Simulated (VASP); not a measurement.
# Cu (Cmcm) in VASP: single point with PBE

Aim: the single point of Cu with PBE.

All numbers are computed with VASP 6.6.1; they aren't measurements. Logs are shortened: lines on timing, memory, paths and dates and some standing lists are left out, and cuts for length are marked.

**1. The cell of the first run**

The structure is orthorhombic, space group Cmcm (No. 63). The conventional cell has a = 2.567 Å, b = 4.447 Å, c = 4.192 Å, α = 90.00°, β = 90.00°, γ = 90.00°. Cu (site symmetry m2m) has 12 Cu at 2.48 to 2.62 Å within 3.3 Å.

**2. Single point, PBE (atoms displaced along a vibrational mode)**

INCAR reads:

```
PREC = Accurate ; ENCUT = 820
EDIFF = 1E-6 ; ISMEAR = 0
SIGMA = 0.15 ; LREAL = False
LASPH = True ; NELM = 120
ALGO = Normal ; ISIF = 2
LWAVE = False ; LCHARG = False
GGA = PE ; NBANDS = 26
GGA_COMPAT = False
```

KPOINTS reads:

```
Automatic mesh
0
Gamma
  21 21 10
```

POSCAR reads:

```
Cu
1.0
    2.5672412656      0.0000000000      0.0000000000
   -1.2836206328      2.2232961536      0.0000000000
    0.0000000000      0.0000000000      4.1920560930
Cu
2
Direct
    0.3504250734      0.7008501468      0.2500000000
    0.6495749266      0.2991498532      0.7500000000
```

Potentials or basis: VASP PAW PBE potentials, release 64 (Cu_sv_GW).

The run is started by

```
> cat potpaw_PBE.64/Cu_sv_GW/POTCAR > POTCAR
> mpirun -np 1 vasp_std > vasp.out
```

OUTCAR:

```text
PREC = Accurate
   ENCUT = 820
   EDIFF = 1E-6
   ISMEAR = 0
   LREAL = False
   LASPH = True
   NELM = 120
   ISIF = 2
   GGA = PE

 ion  position               nearest neighbor table
   1  0.350  0.701  0.250-   2 2.48   2 2.48   2 2.62   2 2.62   2 2.62   2 2.62
   2  0.650  0.299  0.750-   1 2.48   1 2.48   1 2.62   1 2.62   1 2.62   1 2.62

  LATTYP: Found a hexagonal cell.
 ALAT       =     2.5672412656
 C/A-ratio  =     1.6329030501

  Lattice vectors:

 A1 = (   2.5672412656,   0.0000000000,   0.0000000000)
 A2 = (  -1.2836206328,   2.2232961536,   0.0000000000)
 A3 = (   0.0000000000,   0.0000000000,   4.1920560930)

Analysis of symmetry for initial positions (statically):
=====================================================================
 Subroutine PRICEL returns:
 Original cell was already a primitive cell.

 Routine SETGRP: Setting up the symmetry group for a
 hexagonal supercell.

 Subroutine GETGRP returns: Found  8 space group operations
 (whereof  4 operations were pure point group operations)
 out of a pool of 24 trial point group operations.

The static configuration has the point symmetry C_2h.
 The point group associated with its full space group is D_2h.

Analysis of symmetry for dynamics (positions and initial velocities):
=====================================================================
 Subroutine PRICEL returns:
 Original cell was already a primitive cell.

 Routine SETGRP: Setting up the symmetry group for a
 hexagonal supercell.

 Subroutine GETGRP returns: Found  8 space group operations
 (whereof  4 operations were pure point group operations)
 out of a pool of 24 trial point group operations.

The dynamic configuration has the point symmetry C_2h.
 The point group associated with its full space group is D_2h.

 Subroutine INISYM returns: Found  8 space group operations
 (whereof  4 operations are pure point group operations),
 and found     1 'primitive' translations

----------------------------------------------------------------------------------------

                                     Primitive cell

  volume of cell :      23.9272

  direct lattice vectors                    reciprocal lattice vectors
     2.567241266  0.000000000  0.000000000     0.389523187  0.224891317  0.000000000
    -1.283620633  2.223296154  0.000000000     0.000000000  0.449782634  0.000000000
     0.000000000  0.000000000  4.192056093     0.000000000  0.000000000  0.238546426

  length of vectors
     2.567241266  2.567241266  4.192056093     0.449782634  0.449782634  0.238546426

  position of ions in fractional coordinates (direct lattice)
     0.350425073  0.700850147  0.250000000
     0.649574927  0.299149853  0.750000000

  ion indices of the primitive-cell ions
   primitive index   ion index
                 1           1
                 2           2

----------------------------------------------------------------------------------------

 KPOINTS: Automatic mesh

Automatic generation of k-mesh.
 Grid dimensions read from file:
 generate k-points for:   21   21   10

 Generating k-lattice:

  Cartesian coordinates                     Fractional coordinates (reciprocal lattice)
     0.018548723  0.010709110  0.000000000     0.047619048  0.000000000  0.000000000
     0.000000000  0.021418221  0.000000000     0.000000000  0.047619048  0.000000000
     0.000000000  0.000000000  0.023854643     0.000000000  0.000000000  0.100000000

  Length of vectors
     0.021418221  0.021418221  0.023854643

  Shift w.r.t. Gamma in fractional coordinates (k-lattice)
     0.000000000  0.000000000  0.000000000

 Subroutine IBZKPT returns following result:
 ===========================================

 Found    726 irreducible k-points:

 Following reciprocal coordinates:
            Coordinates               Weight
  0.000000  0.000000  0.000000      1.000000
  0.047619  0.000000  0.000000      4.000000
  0.000000  0.047619  0.000000      2.000000
  0.095238  0.000000  0.000000      4.000000
  0.000000  0.095238  0.000000      2.000000
  0.142857  0.000000  0.000000      4.000000
[... 16 lines left out ...]
 -0.095238  0.047619  0.000000      2.000000
  0.095238  0.047619  0.000000      4.000000
 [... further k-points ...]
   k-points           NKPTS =    726   k-points in BZ     NKDIM =    726   number of bands    NBANDS=     26
   number of dos      NEDOS =    301   number of ions     NIONS =      2
   total plane-waves  NPLWV =  23040
   dimension x,y,z NGX =    24 NGY =   24 NGZ =   40
   dimension x,y,z NGXF=    48 NGYF=   48 NGZF=   80
   ions per type =               2
   NGX,Y,Z   is equivalent  to a cutoff of  15.54, 15.54, 15.86 a.u.
   NGXF,Y,Z  is equivalent  to a cutoff of  31.08, 31.08, 31.73 a.u.
 SYSTEM =  unknown system
   PREC   = accura    normal or accurate (medium, high low for compatibility)
   ISTART =      0    job   : 0-new  1-cont  2-samecut
   ICHARG =      2    charge: 1-file 2-atom 10-const
   ISPIN  =      1    spin polarized calculation?
   LNONCOLLINEAR =      F non collinear calculations
   LSORBIT =      F    spin-orbit coupling
   LASPH  =      T    aspherical Exc in radial PAW
   ENCUT  =  820.0 eV  60.27 Ry    7.76 a.u.   5.99  5.99  9.79*2*pi/ulx,y,z
   NELM   =    120;   NELMIN=  2; NELMDL= -5     # of ELM steps
   EDIFF  = 0.1E-05   stopping-criterion for ELM
   LREAL  =      F    real-space projection
   EDIFFG = 0.1E-04   stopping-criterion for IOM
   NSW    =      0    number of steps for IOM
   IBRION =     -1    ionic relax: 0-MD 1-quasi-New 2-CG
   NFREE  =      0    steps in history (QN), initial steepest desc. (CG)
   ISIF   =      2    stress and relaxation
   ISYM   =      2    0-nonsym 1-usesym 2-fastsym
   POTIM  = 0.5000    time-step for ionic-motion
   TEBEG  =    0.0;   TEEND  =   0.0 temperature during run
   PSTRESS=    0.0 pullay stress
   NELECT =      38.0000    total number of electrons
   NUPDOWN=      -1.0000    fix difference up-down
   EMIN   =  10.00;   EMAX   =-10.00  energy-range for DOS
   EFERMI =   0.00;   METHOD = LEGACY
   ISMEAR =     0;   SIGMA  =   0.15  broadening in eV -4-tet -1-fermi 0-gaus
   EFERMI_NEDOS =   21; number of points for ismear=-14 and -15
   IALGO  =     38    algorithm
   IMIX   =      4    mixing-type and parameters
     AMIX     =   0.40;   BMIX     =  1.00
     AMIX_MAG =   1.60;   BMIX_MAG =  1.00
  volume/ion in A,a.u.               =      11.96        80.73
  Fermi-wavevector in a.u.,A,eV,Ry     =   1.910025  3.609423 49.636702  3.648195
  Thomas-Fermi vector in A             =   2.946954
   LORBIT       =      0    0 simple, 1 ext, 2 COOP (PROOUT), +10 PAW based schemes
   GGA     = PE    functional components
   LHFCALC =     F    Hartree Fock is set to
   AEXX    =    0.0000 exact exchange contribution
   IVDW    =     0    specifies the selected vdW correction
   LEPSILON=     F    determine dielectric tensor
   LRPA    =     F    only Hartree local field effects (RPA)
 non-spin polarized calculation
 Gauss-broadening in eV      SIGMA  =   0.15
  energy-cutoff  :      820.00
  volume of cell :       23.93
 maximum number of plane-waves:      1304
   NGX = 11   NGY = 11   NGZ = 19

 number of electron      37.9999994 magnetization

 Free energy of the ion-electron system (eV)
  ---------------------------------------------------
  ext. energy  EPLUGINS =         0.00000000
  ---------------------------------------------------
  free energy    TOTEN  =        -7.56330450 eV

  energy without entropy =       -7.55605992  energy(sigma->0) =       -7.55968221

 E-fermi :   7.4356     XC(G=0): -13.2759

 val. band max:        7.4293238906   @ k =   0.4762   0.0000   0.4000
 cond. band min:       7.4464854832   @ k =   0.2857   0.0000   0.3000
 fundamental gap:      0.0171615926
 Fermi energy:         7.4356313398

 k-point     1 :       0.0000    0.0000    0.0000
  band No.  band energies     occupation
      1    -105.1255      2.00000
      2    -105.1120      2.00000
      3     -62.5451      2.00000
      4     -62.4710      2.00000
      5     -62.4497      2.00000
      6     -62.4471      2.00000
[... 18 lines left out ...]
     25      30.3152      0.00000
     26      30.6537      0.00000

 k-point     2 :       0.0476    0.0000    0.0000
  band No.  band energies     occupation
      1    -105.1253      2.00000
      2    -105.1119      2.00000
      3     -62.5444      2.00000
      4     -62.4718      2.00000
      5     -62.4512      2.00000
      6     -62.4480      2.00000
[... 18 lines left out ...]
     25      31.2282      0.00000
     26      31.7887      0.00000

 k-point     3 :       0.0000    0.0476    0.0000
  band No.  band energies     occupation
      1    -105.1253      2.00000
      2    -105.1119      2.00000
      3     -62.5441      2.00000
      4     -62.4727      2.00000
      5     -62.4516      2.00000
      6     -62.4478      2.00000
[... 18 lines left out ...]
     25      31.0094      0.00000
     26      31.4304      0.00000

 k-point     4 :       0.0952    0.0000    0.0000
  band No.  band energies     occupation
      1    -105.1245      2.00000
      2    -105.1114      2.00000
      3     -62.5423      2.00000
      4     -62.4740      2.00000
      5     -62.4555      2.00000
      6     -62.4502      2.00000
[... 18 lines left out ...]
     25      31.5811      0.00000
     26      32.3333      0.00000
[... 496 lines left out ...]
      1    -105.1248      2.00000
      2    -105.1117      2.00000
      3     -62.5427      2.00000
      4     -62.4752      2.00000
      5     -62.4549      2.00000
      6     -62.4493      2.00000
[... 18 lines left out ...]
     25      30.6094      0.00000
     26      31.5896      0.00000

 k-point    23 :      -0.0952    0.0476    0.0000
  band No.  band energies     occupation
      1    -105.1248      2.00000
      2    -105.1116      2.00000
      3     -62.5432      2.00000
      4     -62.4725      2.00000
      5     -62.4538      2.00000
      6     -62.4494      2.00000
[... 18 lines left out ...]
     25      31.5390      0.00000
     26      31.6783      0.00000

 k-point    24 :       0.0952    0.0476    0.0000
  band No.  band energies     occupation
      1    -105.1238      2.00000
      2    -105.1111      2.00000
      3     -62.5400      2.00000
      4     -62.4791      2.00000
      5     -62.4610      2.00000
      6     -62.4520      2.00000
[... 18 lines left out ...]
     25      31.1355      0.00000
     26      31.3563      0.00000

 [... further k-points ...]

------------------------ aborting loop because EDIFF is reached ----------------------------------------

  FORCE on cell =-STRESS in cart. coord.  units (eV):
  Direction    XX          YY          ZZ          XY          YZ          ZX
  --------------------------------------------------------------------------------------
  -------------------------------------------------------------------------------------
  Total       -0.5464361     -0.1468429      0.0360482      0.0000000      0.0000000      0.0000000
  in kB      -36.5897029     -9.8326900      2.4138071      0.0000000      0.0000000      0.0000000
  external PRESSURE =     -14.6695286 kB  Pullay stress =       0.0000000 kB

 VOLUME and BASIS-vectors are now :
 -----------------------------------------------------------------------------
  energy-cutoff  :      820.00
  volume of cell :       23.93
      direct lattice vectors                 reciprocal lattice vectors
     2.567241266  0.000000000  0.000000000     0.389523187  0.224891317  0.000000000
    -1.283620633  2.223296154  0.000000000     0.000000000  0.449782634  0.000000000
     0.000000000  0.000000000  4.192056093     0.000000000  0.000000000  0.238546426

 POSITION                                       TOTAL-FORCE (eV/Angst)
 -----------------------------------------------------------------------------------
     -0.00000      1.55820      1.04801         0.000000     -0.239938     -0.000000
      1.28362      0.66510      3.14404         0.000000      0.239938      0.000000
 -----------------------------------------------------------------------------------
    total drift:                               -0.000000      0.000000     -0.000000

  FREE ENERGIE OF THE ION-ELECTRON SYSTEM (eV)
  ---------------------------------------------------
  free  energy   TOTEN  =        -7.5633044990 eV

  energy  without entropy=       -7.5560599160  energy(sigma->0) =       -7.55968221
```

Run time: 5.1 min. Hardware: 1 thread of Intel Xeon 6975P-C (Granite Rapids), shared host; peak memory 0.87 GiB.

What came out:

| Property | Result |
| --- | --- |
| Free energy | -7.5633 eV |
| Pressure | -1.5 GPa |
| Largest force | 0.240 eV/Å |
| Band gap on the k mesh | zero (bands 19 and 20 overlap by 5.86 eV) |

Forces in eV/Å, atoms in the order of the input:
```
Cu   0.000 -0.240  0.000
Cu   0.000  0.240  0.000
```

Levels at points of the mesh, in eV from the Fermi level:
| k point | band 15 | band 16 | band 17 | band 18 | band 19 | band 20 | band 21 | band 22 | band 23 | band 24 |
| --- | --- | --- | --- | --- | --- | --- | --- | --- | --- | --- |
| (0.00, 0.00, 0.00) | -2.63 | -2.56 | -2.26 | -1.83 | -1.58 | -1.02 | 3.68 | 20.83 | 21.73 | 21.82 |
| (0.00, 0.00, 0.50) | -2.91 | -2.91 | -1.95 | -1.95 | -1.87 | -1.87 | 12.31 | 12.31 | 21.94 | 21.94 |

Caveat: the cell differs from its parent crystal (atoms displaced along a vibrational mode).
